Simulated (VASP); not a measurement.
Here is a VASP 6.6.1 calculation.

INCAR

```
PREC = Accurate
ENCUT = 500
EDIFF = 1E-7
ISMEAR = 0
SIGMA = 0.05
LREAL = False
LASPH = True
NELM = 120
ALGO = Normal
ISIF = 3
LWAVE = False
LCHARG = False
GGA = PS
IBRION = 2
NSW = 80
EDIFFG = -0.03
GGA_COMPAT = False
NELMIN = 4
```

The input KPOINTS:

```
Automatic mesh
0
Gamma
  5 5 5
```

File POSCAR:

```
Cs
1.0
    0.0000000000      3.7743936073      3.7743936073
    3.7743936073      0.0000000000      3.7743936073
    3.7743936073      3.7743936073      0.0000000000
Cs
1
Direct
    0.0000000000      0.0000000000      0.0000000000
```

Potentials or basis: VASP PAW PBE potentials, release 64 (Cs_sv).

Command:

```sh
$ cat potpaw_PBE.64/Cs_sv/POTCAR > POTCAR
$ mpirun -np 1 vasp_std > vasp.out
```

Question: Estimate the band gap on the k mesh.

Answer: Zero (an odd number of electrons rules out a gap without spin polarisation).

Final structure:
```
Cs
1.0
     0.00000    3.77439    3.77439
     3.77439    0.00000    3.77439
     3.77439    3.77439    0.00000
Cs
1
Cartesian
  0.0000 0.0000 0.0000
```

Caveat: the relaxation stopped at its first step, so nothing moved; spin-orbit coupling is left out, which moves the levels of the heavy elements.
